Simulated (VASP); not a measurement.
# SrO in VASP: further runs

SrO is run at these levels: PBEsol; tasks: single point, relaxation of shape and atoms at fixed volume.

Everything below comes from runs of VASP 6.6.1. Logs are shortened: lines on timing, memory, paths and dates and some standing lists are left out, and cuts for length are marked.

### 1 The cell of the first run

It takes space group Pm (No. 6, monoclinic). Conventional cell: a = 3.411 Å, b = 4.392 Å, c = 4.392 Å, α = 90.00°, β = 90.00°, γ = 90.00°. Sr (site symmetry m) has 8 O at 2.35 to 3.30 Å and 6 Sr at 3.39 to 3.41 Å within 3.5 Å. Within 3.5 Å of Sr (site symmetry m) lie 8 O at 2.42 to 3.25 Å and 6 Sr at 3.39 to 3.41 Å. O (site symmetry m) has 8 Sr at 2.35 to 3.30 Å and 6 O at 3.05 to 3.41 Å within 3.5 Å. Within 3.5 Å of O (site symmetry m) lie 8 Sr at 2.42 to 3.25 Å and 6 O at 3.05 to 3.41 Å.

### 2 Single point, PBEsol (atom 3 (O) moved 0.08 Å along x)

File INCAR:

```
  PREC = Accurate
  ENCUT = 520
  EDIFF = 1E-6
  ISMEAR = 0
  SIGMA = 0.05
  LREAL = False
  LASPH = True
  NELM = 100
  ALGO = Normal
  ISIF = 2
  LWAVE = False
  LCHARG = True
  GGA = PS
  LELF = True
  LVHAR = True
  NBANDS = 24
```

File KPOINTS:

```
Automatic mesh
0
Gamma
  8 8 10
```

File POSCAR:

```
SrO
1.0
    4.3916014261      0.0000000000      0.0000000000
    0.0000000000      4.3916014261      0.0000000000
    0.0000000000      0.0000000000      3.4113771288
Sr O
2 2
Direct
    0.5000000000      0.0000000000      0.2992406765
    0.0000000000      0.5000000000      0.7007593235
    0.0182165894      0.0000000000      0.0000000000
    0.5000000000      0.5000000000      0.0000000000
```

Potentials or basis: VASP PAW PBE potentials, release 64 (Sr_sv, O).

Started as:

```bash
$ cat potpaw_PBE.64/Sr_sv/POTCAR potpaw_PBE.64/O/POTCAR > POTCAR
$ mpirun -np 1 vasp_std > vasp.out
```

OUTCAR:

```text
PREC = Accurate
   ENCUT = 520
   EDIFF = 1E-6
   ISMEAR = 0
   LREAL = False
   LASPH = True
   NELM = 100
   ISIF = 2
   GGA = PS

 ion  position               nearest neighbor table
   1  0.500  0.000  0.299-   3 2.35   4 2.42   4 2.42   3 2.49   3 3.19   4 3.25   4 3.25   3 3.30
                             2 3.39   2 3.39   2 3.39   2 3.39   2 3.72   2 3.72   2 3.72   2 3.72
   2  0.000  0.500  0.701-   4 2.42   4 2.42   3 2.42   3 2.42   4 3.25   4 3.25   3 3.25   3 3.25
                             1 3.39   1 3.39   1 3.39   1 3.39   1 3.72   1 3.72   1 3.72   1 3.72
   3  0.018  0.000  0.000-   1 2.35   2 2.42   2 2.42   1 2.49   1 3.19   2 3.25   2 3.25   1 3.30

   4  0.500  0.500  0.000-   1 2.42   2 2.42   1 2.42   2 2.42   2 3.25   1 3.25   2 3.25   1 3.25

  LATTYP: Found a simple tetragonal cell.
 ALAT       =     4.3916014261
 C/A-ratio  =     0.7767957057

  Lattice vectors:

 A1 = (   4.3916014261,   0.0000000000,   0.0000000000)
 A2 = (   0.0000000000,   4.3916014261,   0.0000000000)
 A3 = (   0.0000000000,   0.0000000000,   3.4113771288)

Analysis of symmetry for initial positions (statically):
=====================================================================
 Subroutine PRICEL returns:
 Original cell was already a primitive cell.

 Routine SETGRP: Setting up the symmetry group for a
 simple tetragonal supercell.

 Subroutine GETGRP returns: Found  2 space group operations
 (whereof  2 operations were pure point group operations)
 out of a pool of 16 trial point group operations.

The static configuration has the point symmetry C_1h.

Analysis of symmetry for dynamics (positions and initial velocities):
=====================================================================
 Subroutine PRICEL returns:
 Original cell was already a primitive cell.

 Routine SETGRP: Setting up the symmetry group for a
 simple tetragonal supercell.

 Subroutine GETGRP returns: Found  2 space group operations
 (whereof  2 operations were pure point group operations)
 out of a pool of 16 trial point group operations.

The dynamic configuration has the point symmetry C_1h.

 Subroutine INISYM returns: Found  2 space group operations
 (whereof  2 operations are pure point group operations),
 and found     1 'primitive' translations

----------------------------------------------------------------------------------------

                                     Primitive cell

  volume of cell :      65.7924

  direct lattice vectors                    reciprocal lattice vectors
     4.391601426  0.000000000  0.000000000     0.227707368  0.000000000  0.000000000
     0.000000000  4.391601426  0.000000000     0.000000000  0.227707368  0.000000000
     0.000000000  0.000000000  3.411377129     0.000000000  0.000000000  0.293136749

  length of vectors
     4.391601426  4.391601426  3.411377129     0.227707368  0.227707368  0.293136749

  position of ions in fractional coordinates (direct lattice)
     0.500000000  0.000000000  0.299240676
     0.000000000  0.500000000  0.700759324
     0.018216589  0.000000000  0.000000000
     0.500000000  0.500000000  0.000000000

  ion indices of the primitive-cell ions
   primitive index   ion index
                 1           1
                 2           2
                 3           3
                 4           4

----------------------------------------------------------------------------------------

 KPOINTS: Automatic mesh

Automatic generation of k-mesh.
 Grid dimensions read from file:
 generate k-points for:    8    8   10

 Generating k-lattice:

  Cartesian coordinates                     Fractional coordinates (reciprocal lattice)
     0.028463421  0.000000000  0.000000000     0.125000000  0.000000000  0.000000000
     0.000000000  0.028463421  0.000000000     0.000000000  0.125000000  0.000000000
     0.000000000  0.000000000  0.029313675     0.000000000  0.000000000  0.100000000

  Length of vectors
     0.028463421  0.028463421  0.029313675

  Shift w.r.t. Gamma in fractional coordinates (k-lattice)
     0.000000000  0.000000000  0.000000000

 Subroutine IBZKPT returns following result:
 ===========================================

 Found    210 irreducible k-points:

 Following reciprocal coordinates:
            Coordinates               Weight
  0.000000  0.000000  0.000000      1.000000
  0.125000  0.000000  0.000000      2.000000
  0.000000  0.125000  0.000000      2.000000
  0.250000  0.000000  0.000000      2.000000
  0.000000  0.250000  0.000000      2.000000
  0.375000  0.000000  0.000000      2.000000
[... 16 lines left out ...]
  0.500000  0.375000  0.000000      2.000000
 -0.375000  0.500000  0.000000      2.000000
 [... further k-points ...]
   k-points           NKPTS =    210   k-points in BZ     NKDIM =    210   number of bands    NBANDS=     24
   number of dos      NEDOS =    301   number of ions     NIONS =      4
   total plane-waves  NPLWV =  36288
   dimension x,y,z NGX =    36 NGY =   36 NGZ =   28
   dimension x,y,z NGXF=    72 NGYF=   72 NGZF=   56
   ions per type =               2   2
   NGX,Y,Z   is equivalent  to a cutoff of  13.63, 13.63, 13.65 a.u.
   NGXF,Y,Z  is equivalent  to a cutoff of  27.26, 27.26, 27.29 a.u.
 SYSTEM =  unknown system
   PREC   = accura    normal or accurate (medium, high low for compatibility)
   ISTART =      0    job   : 0-new  1-cont  2-samecut
   ICHARG =      2    charge: 1-file 2-atom 10-const
   ISPIN  =      1    spin polarized calculation?
   LNONCOLLINEAR =      F non collinear calculations
   LSORBIT =      F    spin-orbit coupling
   LASPH  =      T    aspherical Exc in radial PAW
   ENCUT  =  520.0 eV  38.22 Ry    6.18 a.u.   8.17  8.17  6.34*2*pi/ulx,y,z
   NELM   =    100;   NELMIN=  2; NELMDL= -5     # of ELM steps
   EDIFF  = 0.1E-05   stopping-criterion for ELM
   LREAL  =      F    real-space projection
   EDIFFG = 0.1E-04   stopping-criterion for IOM
   NSW    =      0    number of steps for IOM
   IBRION =     -1    ionic relax: 0-MD 1-quasi-New 2-CG
   NFREE  =      0    steps in history (QN), initial steepest desc. (CG)
   ISIF   =      2    stress and relaxation
   ISYM   =      2    0-nonsym 1-usesym 2-fastsym
   POTIM  = 0.5000    time-step for ionic-motion
   TEBEG  =    0.0;   TEEND  =   0.0 temperature during run
   PSTRESS=    0.0 pullay stress
   NELECT =      32.0000    total number of electrons
   NUPDOWN=      -1.0000    fix difference up-down
   EMIN   =  10.00;   EMAX   =-10.00  energy-range for DOS
   EFERMI =   0.00;   METHOD = LEGACY
   ISMEAR =     0;   SIGMA  =   0.05  broadening in eV -4-tet -1-fermi 0-gaus
   EFERMI_NEDOS =   21; number of points for ismear=-14 and -15
   IALGO  =     38    algorithm
   IMIX   =      4    mixing-type and parameters
     AMIX     =   0.40;   BMIX     =  1.00
     AMIX_MAG =   1.60;   BMIX_MAG =  1.00
  volume/ion in A,a.u.               =      16.45       111.00
  Fermi-wavevector in a.u.,A,eV,Ry     =   1.287458  2.432942 22.552300  1.657547
  Thomas-Fermi vector in A             =   2.419471
   LORBIT       =      0    0 simple, 1 ext, 2 COOP (PROOUT), +10 PAW based schemes
   GGA     = PS    functional components
   LHFCALC =     F    Hartree Fock is set to
   AEXX    =    0.0000 exact exchange contribution
   IVDW    =     0    specifies the selected vdW correction
   LEPSILON=     F    determine dielectric tensor
   LRPA    =     F    only Hartree local field effects (RPA)
 non-spin polarized calculation
 Gauss-broadening in eV      SIGMA  =   0.05
  energy-cutoff  :      520.00
  volume of cell :       65.79
 maximum number of plane-waves:      1800
 NGX is ok and might be reduce to    36
   NGX = 17   NGY = 17   NGZ = 13

 number of electron      31.9999989 magnetization

 Free energy of the ion-electron system (eV)
  ---------------------------------------------------
  ext. energy  EPLUGINS =         0.00000000
  ---------------------------------------------------
  free energy    TOTEN  =       -24.17812131 eV

  energy without entropy =      -24.17812131  energy(sigma->0) =      -24.17812131

 E-fermi :   2.2939     XC(G=0): -10.4569

 val. band max:        2.0879105964   @ k =   0.1250   0.1250   0.0000
 cond. band min:       5.2174472028   @ k =   0.0000   0.0000   0.0000
 fundamental gap:      3.1295366064
 Fermi energy:         2.2938939642

 k-point     1 :       0.0000    0.0000    0.0000
  band No.  band energies     occupation
      1     -30.7538      2.00000
      2     -30.4920      2.00000
      3     -13.9667      2.00000
      4     -13.3313      2.00000
      5     -13.2446      2.00000
      6     -13.0389      2.00000
[... 16 lines left out ...]
     23       9.9286      0.00000
     24      11.8855      0.00000

 k-point     2 :       0.1250    0.0000    0.0000
  band No.  band energies     occupation
      1     -30.7429      2.00000
      2     -30.5008      2.00000
      3     -14.0479      2.00000
      4     -13.7394      2.00000
      5     -13.2117      2.00000
      6     -12.5950      2.00000
[... 16 lines left out ...]
     23      10.0216      0.00000
     24      11.9021      0.00000

 k-point     3 :       0.0000    0.1250    0.0000
  band No.  band energies     occupation
      1     -30.7429      2.00000
      2     -30.5008      2.00000
      3     -14.0406      2.00000
      4     -13.7503      2.00000
      5     -13.2046      2.00000
      6     -12.5873      2.00000
[... 16 lines left out ...]
     23      10.0220      0.00000
     24      11.9012      0.00000

 k-point     4 :       0.2500    0.0000    0.0000
  band No.  band energies     occupation
      1     -30.7123      2.00000
      2     -30.5264      2.00000
      3     -14.2516      2.00000
      4     -14.1279      2.00000
      5     -13.1174      2.00000
      6     -12.6137      2.00000
[... 16 lines left out ...]
     23      10.3574      0.00000
     24      11.9724      0.00000

 k-point     5 :       0.0000    0.2500    0.0000
  band No.  band energies     occupation
      1     -30.7123      2.00000
      2     -30.5265      2.00000
      3     -14.2235      2.00000
      4     -14.1545      2.00000
      5     -13.1152      2.00000
      6     -12.6115      2.00000
[... 16 lines left out ...]
     23      10.3603      0.00000
     24      11.9674      0.00000

 k-point     6 :       0.3750    0.0000    0.0000
  band No.  band energies     occupation
      1     -30.6678      2.00000
      2     -30.5660      2.00000
      3     -14.4522      2.00000
      4     -14.3601      2.00000
      5     -12.9742      2.00000
      6     -12.6258      2.00000
[... 16 lines left out ...]
     23      11.0908      0.00000
     24      12.1640      0.00000
[... 379 lines left out ...]
 k-point    21 :      -0.2500    0.5000    0.0000
  band No.  band energies     occupation
      1     -30.6201      2.00000
      2     -30.6019      2.00000
      3     -14.8745      2.00000
      4     -14.8575      2.00000
      5     -12.5262      2.00000
      6     -12.5168      2.00000
[... 16 lines left out ...]
     23      11.6924      0.00000
     24      11.6925      0.00000

 k-point    22 :       0.3750    0.3750    0.0000
  band No.  band energies     occupation
      1     -30.6302      2.00000
      2     -30.5876      2.00000
      3     -15.0145      2.00000
      4     -14.9760      2.00000
      5     -12.5434      2.00000
      6     -12.4586      2.00000
[... 16 lines left out ...]
     23      11.5529      0.00000
     24      11.7950      0.00000

 k-point    23 :       0.5000    0.3750    0.0000
  band No.  band energies     occupation
      1     -30.6167      2.00000
      2     -30.5984      2.00000
      3     -15.0833      2.00000
      4     -15.0580      2.00000
      5     -12.4931      2.00000
      6     -12.4760      2.00000
[... 16 lines left out ...]
     23      11.9435      0.00000
     24      11.9835      0.00000

 k-point    24 :      -0.3750    0.5000    0.0000
  band No.  band energies     occupation
      1     -30.6167      2.00000
      2     -30.5984      2.00000
      3     -15.0779      2.00000
      4     -15.0630      2.00000
      5     -12.4919      2.00000
      6     -12.4776      2.00000
[... 16 lines left out ...]
     23      11.9383      0.00000
     24      11.9615      0.00000

 [... further k-points ...]

------------------------ aborting loop because EDIFF is reached ----------------------------------------

  FORCE on cell =-STRESS in cart. coord.  units (eV):
  Direction    XX          YY          ZZ          XY          YZ          ZX
  --------------------------------------------------------------------------------------
  -------------------------------------------------------------------------------------
  Total        0.5205374      0.4143378      0.2676939      0.0000000      0.0000000      0.3376078
  in kB       12.6761383     10.0899625      6.5188875      0.0000000      0.0000000      8.2214322
  external PRESSURE =       9.7616628 kB  Pullay stress =       0.0000000 kB

 VOLUME and BASIS-vectors are now :
 -----------------------------------------------------------------------------
  energy-cutoff  :      520.00
  volume of cell :       65.79
      direct lattice vectors                 reciprocal lattice vectors
     4.391601426  0.000000000  0.000000000     0.227707368  0.000000000  0.000000000
     0.000000000  4.391601426  0.000000000     0.000000000  0.227707368  0.000000000
     0.000000000  0.000000000  3.411377129     0.000000000  0.000000000  0.293136749

 POSITION                                       TOTAL-FORCE (eV/Angst)
 -----------------------------------------------------------------------------------
      2.19580      0.00000      1.02082         0.215130      0.000000      0.116647
      0.00000      2.19580      2.39055         0.099357      0.000000     -0.072583
      0.08000      0.00000      0.00000        -0.502183      0.000000     -0.043469
      2.19580      2.19580      0.00000         0.187696      0.000000     -0.000595
 -----------------------------------------------------------------------------------
    total drift:                                0.000225      0.000000     -0.000003

  FREE ENERGIE OF THE ION-ELECTRON SYSTEM (eV)
  ---------------------------------------------------
  free  energy   TOTEN  =       -24.1781213116 eV

  energy  without entropy=      -24.1781213116  energy(sigma->0) =      -24.17812131
```

Run time: 4.9 min. Hardware: 1 thread of Oxide Virtual Turin-like, shared host; peak memory 0.36 GiB.

Results:

* Free energy: -24.1781 eV
* Pressure: 1.0 GPa
* Largest force: 0.504 eV/Å
* Band gap on the k mesh: 3.13 eV (least direct gap 3.19 eV)

Forces in eV/Å, atoms in the order of the input:
```
Sr   0.215  0.000  0.117
Sr   0.099  0.000 -0.073
O   -0.502  0.000 -0.043
O    0.188  0.000 -0.001
```

Levels at points of the mesh, in eV from the valence-band top:
| k point | band 14 | band 15 | band 16 | band 17 | band 18 | band 19 |
| --- | --- | --- | --- | --- | --- | --- |
| (0.00, 0.00, 0.00) | -0.50 | -0.06 | -0.06 | 3.13 | 4.30 | 4.66 |
| (0.50, 0.00, 0.00) | -0.68 | -0.62 | -0.55 | 4.22 | 4.37 | 5.75 |
| (0.00, 0.50, 0.00) | -0.77 | -0.57 | -0.57 | 4.28 | 4.29 | 5.76 |
| (0.50, 0.50, 0.00) | -0.75 | -0.29 | -0.28 | 4.44 | 4.46 | 5.88 |
| (0.00, 0.00, 0.50) | -1.83 | -0.55 | -0.54 | 6.17 | 6.89 | 6.91 |
| (0.50, 0.00, 0.50) | -1.42 | -0.99 | -0.90 | 5.80 | 5.82 | 6.01 |
| (0.00, 0.50, 0.50) | -1.48 | -0.94 | -0.93 | 5.79 | 5.83 | 6.12 |
| (0.50, 0.50, 0.50) | -1.11 | -0.50 | -0.49 | 5.21 | 5.28 | 5.78 |

Caveat: the cell differs from its parent crystal (atom 3 (O) moved 0.08 Å along x); the PAW data sets were made with another functional, which shifts forces and pressure a little.

### 3 Relaxation of shape and atoms at fixed volume, PBEsol (15.79 Å³/atom)

This run uses another cell than the first one, of 15.79 Å³/atom.

File INCAR:

```
SYSTEM = SrO
  PREC = Accurate
  ENCUT = 600
  EDIFF = 1E-6
  ISMEAR = 0
  SIGMA = 0.05
  LREAL = .False.
  LASPH = .True.
  NELM = 60
  ALGO = Normal
  ISIF = 4
  LWAVE = .False.
  LCHARG = .False.
  GGA = PS
  IBRION = 2
  NSW = 60
  EDIFFG = -0.01
```

File KPOINTS:

```
Automatic mesh
0
Gamma
  8 8 10
  0 0 0
```

File POSCAR:

```
SrO
1.0
    4.3435915697      0.0000000000      0.0000000000
    0.0000000000      4.3435915697      0.0000000000
    0.0000000000      0.0000000000      3.3477177753
Sr O
2 2
Direct
    0.5000000000      0.0000000000      0.3070433854
    0.0000000000      0.5000000000      0.6929566146
    0.0000000000      0.0000000000      0.0000000000
    0.5000000000      0.5000000000      0.0000000000
```

Potentials or basis: VASP PAW PBE potentials, release 64 (Sr_sv, O).

Started as:

```bash
$ cat potpaw_PBE.64/Sr_sv/POTCAR potpaw_PBE.64/O/POTCAR > POTCAR
$ mpirun -np 1 vasp_std > vasp.out
```

Run time: 4 min. Hardware: 1 thread of Oxide Virtual Turin-like, shared host; peak memory 0.24 GiB.

The run converged. Its results:

| Quantity | Value |
| --- | --- |
| Free energy | -24.1843 eV |
| Energy gained by relaxing | 2.8 meV/atom |
| Ionic steps | 5 |
| Pressure after relaxing | 1.8 GPa |
| Band gap on the k mesh | 3.54 eV (least direct gap 3.59 eV) |

The path:
```csv
step,energy change (eV),largest force (eV/Å),pressure (GPa),volume (Å³)
1,0.0000,0.2235,3.58,63.16
2,-0.0053,0.1698,3.08,63.16
3,-0.0100,0.0432,1.84,63.16
4,-0.0101,0.0598,2.01,63.16
5,-0.0112,0.0006,1.85,63.16
```

Final structure:
```
Sr O
1.0
     4.36173    0.00000    0.00000
     0.00000    4.36173    0.00000
     0.00000    0.00000    3.31994
Sr O
2 2
Direct
  0.50000 0.00000 0.31993
  0.00000 0.50000 0.68007
  0.00000 0.00000 0.00000
  0.50000 0.50000 0.00000
```

Levels at points of the mesh, in eV from the valence-band top:
| k point | band 13 | band 14 | band 15 | band 16 | band 17 | band 18 | band 19 | band 20 |
| --- | --- | --- | --- | --- | --- | --- | --- | --- |
| (0.00, 0.00, 0.00) | -1.09 | -0.44 | -0.05 | -0.05 | 3.54 | 4.04 | 4.65 | 5.42 |
| (0.50, 0.00, 0.00) | -0.78 | -0.78 | -0.56 | -0.56 | 4.49 | 4.49 | 5.90 | 5.90 |
| (0.50, 0.50, 0.00) | -0.76 | -0.76 | -0.32 | -0.32 | 4.62 | 4.62 | 6.41 | 6.41 |
| (0.00, 0.00, 0.50) | -2.06 | -2.06 | -0.60 | -0.60 | 5.81 | 7.31 | 7.31 | 8.07 |
| (0.50, 0.00, 0.50) | -1.65 | -1.65 | -0.92 | -0.92 | 5.94 | 5.94 | 6.22 | 6.22 |
| (0.50, 0.50, 0.50) | -1.14 | -1.14 | -0.43 | -0.43 | 5.24 | 5.24 | 6.06 | 6.06 |

Caveat: the PAW data sets were made with another functional, which shifts forces and pressure a little. A k mesh can miss the band edges.

[end of part 1 of 2]
